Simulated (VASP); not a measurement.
# InReS4 (P-6m2) in VASP: notebook

The runs below take InReS4 through single point, relaxation of cell and atoms, with PBE.

Everything below comes from runs of VASP 6.6.1. Logs are shortened: lines on timing, memory, paths and dates and some standing lists are left out, and cuts for length are marked.

### Step 1. The cell of the first run

It takes space group P-6m2 (No. 187, hexagonal). The conventional cell has a = 6.809 Å, b = 6.809 Å, c = 3.320 Å, α = 90.00°, β = 90.00°, γ = 120.00°. Within 3.5 Å of In (site symmetry -6m2) lie 6 S at 2.63 Å and 2 In at 3.32 Å. Re (site symmetry -6m2) has 2 Re at 3.32 Å and 15 S at 3.79 to 3.93 Å and 3 In at 3.93 Å within 4.4 Å. S (site symmetry -6m2) has 8 S at 2.52 to 3.32 Å within 3.4 Å. S (site symmetry mm2) has 8 S at 2.52 to 3.53 Å and 2 In at 2.63 Å within 3.6 Å.

The cell was generated, and may not be a known phase.

### Step 2. Single point, PBE, collinear spin

Contents of INCAR:

```
ALGO = Normal ; EDIFF = 1E-6
ENCUT = 520 ; GGA = PE
ISIF = 2 ; ISMEAR = 0
ISPIN = 2 ; LASPH = T
LCHARG = F ; LMAXMIX = 4
LORBIT = 11 ; LREAL = F
LWAVE = F ; MAGMOM = 0 1 0 0 0 0
NBANDS = 35 ; NELM = 150
PREC = Accurate ; SIGMA = 0.1
```

Contents of KPOINTS:

```
k-points
0
Gamma
  3 3 4
```

Contents of POSCAR:

```
InReS4
1.0
    6.8090471963      0.0000000000      0.0000000000
   -3.4045235982      5.8968078476      0.0000000000
    0.0000000000      0.0000000000      3.3195811292
In Re S
1 1 4
Direct
    0.0000000000      0.0000000000      0.0000000000
    0.6666666667      0.3333333333      0.0000000000
    0.3333333333      0.6666666667      0.0000000000
    0.6541650183      0.8270825091      0.5000000000
    0.1729174909      0.8270825091      0.5000000000
    0.1729174909      0.3458349817      0.5000000000
```

Potentials or basis: VASP PAW PBE potentials, release 64 (In_d, Re, S).

Command:

```bash
$ cat potpaw_PBE.64/In_d/POTCAR potpaw_PBE.64/Re/POTCAR potpaw_PBE.64/S/POTCAR > POTCAR
$ mpirun -np 1 vasp_std > vasp.out
```

OUTCAR:

```text
EDIFF = 1E-6
   ENCUT = 520
   GGA = PE
   ISIF = 2
   ISMEAR = 0
   ISPIN = 2
   LASPH = T
   LORBIT = 11
   LREAL = F
   NELM = 150
   PREC = Accurate

 ion  position               nearest neighbor table
   1  0.000  0.000  0.000-   4 2.63   4 2.63   6 2.63   6 2.63   5 2.63   5 2.63
   2  0.667  0.333  0.000-
   3  0.333  0.667  0.000-   5 2.52   5 2.52   4 2.52   4 2.52   6 2.52   6 2.52
   4  0.654  0.827  0.500-   3 2.52   3 2.52   1 2.63   1 2.63
   5  0.173  0.827  0.500-   3 2.52   3 2.52   1 2.63   1 2.63
   6  0.173  0.346  0.500-   3 2.52   3 2.52   1 2.63   1 2.63

  LATTYP: Found a hexagonal cell.
 ALAT       =     6.8090471963
 C/A-ratio  =     0.4875250580

  Lattice vectors:

 A1 = (   6.8090471963,   0.0000000000,   0.0000000000)
 A2 = (  -3.4045235982,   5.8968078476,   0.0000000000)
 A3 = (   0.0000000000,   0.0000000000,   3.3195811292)

Analysis of symmetry for initial positions (statically):
=====================================================================
 Subroutine PRICEL returns:
 Original cell was already a primitive cell.

 Routine SETGRP: Setting up the symmetry group for a
 hexagonal supercell.

 Subroutine GETGRP returns: Found 12 space group operations
 (whereof 12 operations were pure point group operations)
 out of a pool of 24 trial point group operations.

The static configuration has the point symmetry D_3h.

Analysis of symmetry for dynamics (positions and initial velocities):
=====================================================================
 Subroutine PRICEL returns:
 Original cell was already a primitive cell.

 Routine SETGRP: Setting up the symmetry group for a
 hexagonal supercell.

 Subroutine GETGRP returns: Found 12 space group operations
 (whereof 12 operations were pure point group operations)
 out of a pool of 24 trial point group operations.

The dynamic configuration has the point symmetry D_3h.

Analysis of structural, dynamic, and magnetic symmetry:
=====================================================================
 Subroutine PRICEL returns:
 Original cell was already a primitive cell.

 Routine SETGRP: Setting up the symmetry group for a
 hexagonal supercell.

 Subroutine GETGRP returns: Found 12 space group operations
 (whereof 12 operations were pure point group operations)
 out of a pool of 24 trial point group operations.

The overall configuration has the point symmetry D_3h.

 Subroutine INISYM returns: Found 12 space group operations
 (whereof 12 operations are pure point group operations),
 and found     1 'primitive' translations

----------------------------------------------------------------------------------------

                                     Primitive cell

  volume of cell :     133.2866

  direct lattice vectors                    reciprocal lattice vectors
     6.809047196  0.000000000  0.000000000     0.146863426  0.084791639  0.000000000
    -3.404523598  5.896807848  0.000000000     0.000000000  0.169583277  0.000000000
     0.000000000  0.000000000  3.319581129     0.000000000  0.000000000  0.301242826

  length of vectors
     6.809047196  6.809047196  3.319581129     0.169583277  0.169583277  0.301242826

  position of ions in fractional coordinates (direct lattice)
     0.000000000  0.000000000  0.000000000
     0.666666667  0.333333333  0.000000000
     0.333333333  0.666666667  0.000000000
     0.654165018  0.827082509  0.500000000
     0.172917491  0.827082509  0.500000000
     0.172917491  0.345834982  0.500000000

  ion indices of the primitive-cell ions
   primitive index   ion index
                 1           1
                 2           2
                 3           3
                 4           4
                 5           5
                 6           6

----------------------------------------------------------------------------------------

 KPOINTS: k-points

Automatic generation of k-mesh.
 Grid dimensions read from file:
 generate k-points for:    3    3    4

 Generating k-lattice:
[... 23 lines left out ...]
  0.333333  0.000000  0.250000     12.000000
  0.333333  0.333333  0.250000      4.000000
  0.000000  0.000000  0.500000      1.000000
  0.333333  0.000000  0.500000      6.000000
  0.333333  0.333333  0.500000      2.000000
   k-points           NKPTS =      9   k-points in BZ     NKDIM =      9   number of bands    NBANDS=     35
   number of dos      NEDOS =    301   number of ions     NIONS =      6
   total plane-waves  NPLWV =  81648
   dimension x,y,z NGX =    54 NGY =   54 NGZ =   28
   dimension x,y,z NGXF=   108 NGYF=  108 NGZF=   56
   ions per type =               1   1   4
   NGX,Y,Z   is equivalent  to a cutoff of  13.18, 13.18, 14.02 a.u.
   NGXF,Y,Z  is equivalent  to a cutoff of  26.37, 26.37, 28.05 a.u.
 SYSTEM =  unknown system
   PREC   = accura    normal or accurate (medium, high low for compatibility)
   ISTART =      0    job   : 0-new  1-cont  2-samecut
   ICHARG =      2    charge: 1-file 2-atom 10-const
   ISPIN  =      2    spin polarized calculation?
   LNONCOLLINEAR =      F non collinear calculations
   LSORBIT =      F    spin-orbit coupling
   LASPH  =      T    aspherical Exc in radial PAW
   ENCUT  =  520.0 eV  38.22 Ry    6.18 a.u.  12.66 12.66  6.17*2*pi/ulx,y,z
   NELM   =    150;   NELMIN=  2; NELMDL= -5     # of ELM steps
   EDIFF  = 0.1E-05   stopping-criterion for ELM
   LREAL  =      F    real-space projection
   EDIFFG = 0.1E-04   stopping-criterion for IOM
   NSW    =      0    number of steps for IOM
   IBRION =     -1    ionic relax: 0-MD 1-quasi-New 2-CG
   NFREE  =      0    steps in history (QN), initial steepest desc. (CG)
   ISIF   =      2    stress and relaxation
   ISYM   =      2    0-nonsym 1-usesym 2-fastsym
   POTIM  = 0.5000    time-step for ionic-motion
   TEBEG  =    0.0;   TEEND  =   0.0 temperature during run
   PSTRESS=    0.0 pullay stress
   NELECT =      44.0000    total number of electrons
   NUPDOWN=      -1.0000    fix difference up-down
   EMIN   =  10.00;   EMAX   =-10.00  energy-range for DOS
   EFERMI =   0.00;   METHOD = LEGACY
   ISMEAR =     0;   SIGMA  =   0.10  broadening in eV -4-tet -1-fermi 0-gaus
   EFERMI_NEDOS =   21; number of points for ismear=-14 and -15
   IALGO  =     38    algorithm
   IMIX   =      4    mixing-type and parameters
     AMIX     =   0.40;   BMIX     =  1.00
     AMIX_MAG =   1.60;   BMIX_MAG =  1.00
  volume/ion in A,a.u.               =      22.21       149.91
  Fermi-wavevector in a.u.,A,eV,Ry     =   1.131437  2.138105 17.417479  1.280149
  Thomas-Fermi vector in A             =   2.268135
   LORBIT       =     11    0 simple, 1 ext, 2 COOP (PROOUT), +10 PAW based schemes
   GGA     = PE    functional components
   LHFCALC =     F    Hartree Fock is set to
   AEXX    =    0.0000 exact exchange contribution
   IVDW    =     0    specifies the selected vdW correction
   LEPSILON=     F    determine dielectric tensor
   LRPA    =     F    only Hartree local field effects (RPA)
 spin polarized calculation
 Gauss-broadening in eV      SIGMA  =   0.10
  energy-cutoff  :      520.00
  volume of cell :      133.29
 maximum number of plane-waves:      3612
 NGX is ok and might be reduce to    50
   NGX = 25   NGY = 25   NGZ = 13

 number of electron      43.9999993 magnetization       4.9449747

 Free energy of the ion-electron system (eV)
  ---------------------------------------------------
  ext. energy  EPLUGINS =         0.00000000
  ---------------------------------------------------
  free energy    TOTEN  =       -23.61295395 eV

  energy without entropy =      -23.59956661  energy(sigma->0) =      -23.60626028

 E-fermi :   4.8521     XC(G=0):  -9.8679

 val. band max:        4.7589349435   @ k =   0.3333   0.3333   0.2500
 cond. band min:       4.8603536767   @ k =   0.3333   0.3333   0.2500
 fundamental gap:      0.1014187332
 Fermi energy:         4.8521296122

 spin component 1

 k-point     1 :       0.0000    0.0000    0.0000
  band No.  band energies     occupation
      1     -11.0096      1.00000
      2      -9.7339      1.00000
      3      -9.6319      1.00000
      4      -9.6319      1.00000
      5      -9.4817      1.00000
      6      -9.4817      1.00000
[... 322 lines left out ...]
     33      10.6731      0.00000
     34      11.6885      0.00000
 Fermi energy:         4.8521296122

 spin component 2

 k-point     1 :       0.0000    0.0000    0.0000
  band No.  band energies     occupation
      1     -11.0284      1.00000
      2      -9.7415      1.00000
      3      -9.6308      1.00000
      4      -9.6308      1.00000
      5      -9.4855      1.00000
      6      -9.4855      1.00000
[... 322 lines left out ...]
     33      11.4096      0.00000
     34      12.7357      0.00000
 [bands above 34 left out]

------------------------ aborting loop because EDIFF is reached ----------------------------------------

  FORCE on cell =-STRESS in cart. coord.  units (eV):
  Direction    XX          YY          ZZ          XY          YZ          ZX
  --------------------------------------------------------------------------------------
  -------------------------------------------------------------------------------------
  Total        0.1967205      0.1967205     -0.0315632     -0.0000000      0.0000000      0.0000000
  in kB        2.3646867      2.3646867     -0.3794071     -0.0000000      0.0000000      0.0000000
  external PRESSURE =       1.4499887 kB  Pullay stress =       0.0000000 kB

 VOLUME and BASIS-vectors are now :
 -----------------------------------------------------------------------------
  energy-cutoff  :      520.00
  volume of cell :      133.29
      direct lattice vectors                 reciprocal lattice vectors
     6.809047196  0.000000000  0.000000000     0.146863426  0.084791639  0.000000000
    -3.404523598  5.896807848  0.000000000     0.000000000  0.169583277  0.000000000
     0.000000000  0.000000000  3.319581129     0.000000000  0.000000000  0.301242826

 POSITION                                       TOTAL-FORCE (eV/Angst)
 -----------------------------------------------------------------------------------
      0.00000      0.00000      0.00000         0.000000      0.000000     -0.000000
      3.40452      1.96560      0.00000         0.000000      0.000000     -0.000000
     -0.00000      3.93121      0.00000         0.000000      0.000000     -0.000000
      1.63842      4.87715      1.65979         0.007800      0.004503      0.000000
     -1.63842      4.87715      1.65979        -0.007800      0.004503      0.000000
      0.00000      2.03932      1.65979         0.000000     -0.009006     -0.000000
 -----------------------------------------------------------------------------------
    total drift:                               -0.000001      0.000000     -0.000000

  FREE ENERGIE OF THE ION-ELECTRON SYSTEM (eV)
  ---------------------------------------------------
  free  energy   TOTEN  =       -23.6129539491 eV

  energy  without entropy=      -23.5995666051  energy(sigma->0) =      -23.60626028

 total charge

# of ion       s       p       d       tot
------------------------------------------
    1        0.831   0.623   9.928  11.381
    2        0.523   0.081   4.469   5.073
    3        1.445   1.996   0.000   3.441
    4        1.382   2.243   0.000   3.625
    5        1.382   2.243   0.000   3.625
    6        1.382   2.243   0.000   3.625
--------------------------------------------------
tot          6.945   9.428  14.397  30.770

 magnetization (x)

# of ion       s       p       d       tot
------------------------------------------
    1       -0.005  -0.013   0.002  -0.017
    2        0.242   0.017   3.871   4.130
    3       -0.003  -0.055   0.000  -0.058
    4        0.001   0.052   0.000   0.053
    5        0.001   0.052   0.000   0.053
    6        0.001   0.052   0.000   0.053
--------------------------------------------------
tot          0.235   0.105   3.874   4.213
```

Run time: 1.7 min. Hardware: 1 thread of Intel Xeon 6975P-C (Granite Rapids), shared host; peak memory 0.36 GiB.

Results:

| Item | Value |
| --- | --- |
| Free energy | -23.6130 eV |
| Pressure | 0.1 GPa |
| Largest force | 0.009 eV/Å |
| Net moment | 4.94 μB per cell |
| Site moments | In -0.02; Re +4.13; S -0.06, +0.05 (each value once) μB |
| Valence electrons inside the program's atomic spheres | In 11.38; Re 5.07; S 3.44, 3.62 (each value once) |

Forces on the atoms (eV/Å):
```
In   0.000  0.000  0.000
Re   0.000  0.000  0.000
S    0.000  0.000  0.000
S    0.008  0.005  0.000
S   -0.008  0.005  0.000
S    0.000 -0.009  0.000
```

Levels at points of the mesh, in eV from the Fermi level:
Spin up:
| k point | band 22 | band 23 | band 24 | band 25 | band 26 | band 27 | band 28 | band 29 |
| --- | --- | --- | --- | --- | --- | --- | --- | --- |
| (0.00, 0.00, 0.00) | -0.97 | -0.67 | -0.67 | 0.69 | 0.69 | 0.77 | 2.60 | 4.91 |
| (0.00, 0.00, 0.50) | -0.90 | -0.51 | -0.51 | -0.35 | 0.04 | 1.88 | 1.92 | 2.41 |
Spin down:
| k point | band 16 | band 17 | band 18 | band 19 | band 20 | band 21 | band 22 | band 23 | band 24 | band 25 |
| --- | --- | --- | --- | --- | --- | --- | --- | --- | --- | --- |
| (0.00, 0.00, 0.00) | -2.01 | -0.86 | -0.63 | -0.63 | 0.34 | 0.34 | 0.56 | 0.76 | 1.42 | 1.42 |
| (0.00, 0.00, 0.50) | -0.97 | -0.97 | -0.90 | -0.90 | -0.24 | 0.05 | 1.12 | 1.12 | 1.43 | 1.60 |

Caveat: the k points lie up to 0.47 Å⁻¹ apart; spin-orbit coupling is left out, which moves the levels of the heavy elements.

### Step 3. Single point, PBE, collinear spin

This run uses another cell than the first one, of 23.27 Å³/atom.

Contents of INCAR:

```
SYSTEM = InReS4
PREC = Accurate
ENCUT = 520
EDIFF = 1E-7
ISMEAR = 0
SIGMA = 0.1
LREAL = .False.
LASPH = .True.
NELM = 150
ALGO = Normal
ISIF = 2
LWAVE = .False.
LCHARG = .False.
ISPIN = 2
MAGMOM = 0 1 0 0 0 0
LORBIT = 11
LMAXMIX = 4
GGA = PE
NBANDS = 35
```

Contents of KPOINTS:

```
regular mesh
0
Gamma
  3 3 4
  0 0 0
```

Contents of POSCAR:

```
InReS4
1.0
    5.9695916600      0.0000000000      0.0000000000
   -2.9847958300      5.1698180300      0.0000000000
    0.0000000000      0.0000000000      4.5237088500
In Re S
1 1 4
Direct
    0.0000000000      0.0000000000      0.0000000000
    0.6666666700      0.3333333300      0.0000000000
    0.3333333300      0.6666666700      0.0000000000
    0.6641746600      0.8320873300      0.5000000000
    0.1679126700      0.8320873300      0.5000000000
    0.1679126700      0.3358253400      0.5000000000
```

Potentials or basis: VASP PAW PBE potentials, release 64 (In_d, Re, S).

Command:

```bash
$ cat potpaw_PBE.64/In_d/POTCAR potpaw_PBE.64/Re/POTCAR potpaw_PBE.64/S/POTCAR > POTCAR
$ mpirun -np 1 vasp_std > vasp.out
```

OUTCAR:

```text
SYSTEM = InReS4
   PREC = Accurate
   ENCUT = 520
   EDIFF = 1E-7
   ISMEAR = 0
   LREAL = .False.
   LASPH = .True.
   NELM = 150
   ISIF = 2
   ISPIN = 2
   LORBIT = 11
   GGA = PE

 ion  position               nearest neighbor table
   1  0.000  0.000  0.000-   4 2.85   5 2.85   4 2.85   5 2.85   6 2.85   6 2.85   2 3.45   2 3.45
                             2 3.45
   2  0.667  0.333  0.000-   1 3.45   1 3.45   1 3.45
   3  0.333  0.667  0.000-
   4  0.664  0.832  0.500-   1 2.85   1 2.85
   5  0.168  0.832  0.500-   1 2.85   1 2.85
   6  0.168  0.336  0.500-   1 2.85   1 2.85

[... 889 lines left out ...]
 POSITION                                       TOTAL-FORCE (eV/Angst)
 -----------------------------------------------------------------------------------
      0.00000      0.00000      0.00000        -0.000000      0.000000      0.000000
      2.98480      1.72327      0.00000        -0.000000      0.000000      0.000000
     -0.00000      3.44655      0.00000        -0.000000      0.000000      0.000000
      1.48124      4.30174      2.26185        -0.224962     -0.129882      0.000000
     -1.48124      4.30174      2.26185         0.224962     -0.129882      0.000000
      0.00000      1.73616      2.26185         0.000000      0.259763     -0.000000
 -----------------------------------------------------------------------------------
    total drift:                                0.000015     -0.000008     -0.000000

  FREE ENERGIE OF THE ION-ELECTRON SYSTEM (eV)
  ---------------------------------------------------
  free  energy   TOTEN  =       -21.9710190214 eV

  energy  without entropy=      -21.9423239051  energy(sigma->0) =      -21.95667146

 total charge

# of ion       s       p       d       tot
------------------------------------------
    1        0.860   0.450   9.891  11.200
    2        0.495   0.075   4.483   5.053
    3        1.423   2.061   0.000   3.485
    4        1.418   2.109   0.000   3.527
    5        1.418   2.109   0.000   3.527
    6        1.418   2.109   0.000   3.527
--------------------------------------------------
tot          7.033   8.911  14.374  30.318

 magnetization (x)

# of ion       s       p       d       tot
------------------------------------------
    1       -0.013  -0.018   0.006  -0.026
    2        0.313   0.019   3.940   4.272
    3        0.003  -0.065   0.000  -0.062
    4        0.002   0.057   0.000   0.059
    5        0.002   0.057   0.000   0.059
    6        0.002   0.057   0.000   0.059
--------------------------------------------------
tot          0.308   0.108   3.946   4.362
```

stdout:

```text
POSCAR found type information on POSCAR InReS
 POSCAR found :  3 types and       6 ions
 scaLAPACK will be used
 LDA part: xc-table for (Slater+PW92), standard interpolation
 POSCAR, INCAR and KPOINTS ok, starting setup
 FFT: planning ... GRIDC
 FFT: planning ... GRID_SOFT
 FFT: planning ... GRID
 WAVECAR not read
 entering main loop
```

Wall time 2.4 min (1 thread of Intel Xeon 6975P-C (Granite Rapids), shared host); peak memory 0.37 GiB.

What came out:

| Quantity | Value |
| --- | --- |
| Free energy | -21.9710 eV |
| Pressure | -5.4 GPa |
| Largest force | 0.260 eV/Å |
| Net moment | 5.13 μB per cell |
| Site moments | In -0.03; Re +4.27; S -0.06, +0.06 (each value once) μB |
| Valence electrons inside the program's atomic spheres | In 11.20; Re 5.05; S 3.48, 3.53 (each value once) |

Forces in eV/Å, atoms in the order of the input:
```
In   0.000  0.000  0.000
Re   0.000  0.000  0.000
S    0.000  0.000  0.000
S   -0.225 -0.130  0.000
S    0.225 -0.130  0.000
S    0.000  0.260  0.000
```

Caveat: the k points lie up to 0.41 Å⁻¹ apart; spin-orbit coupling is left out, which moves the levels of the heavy elements.

(Continued in part 2 of 2.)
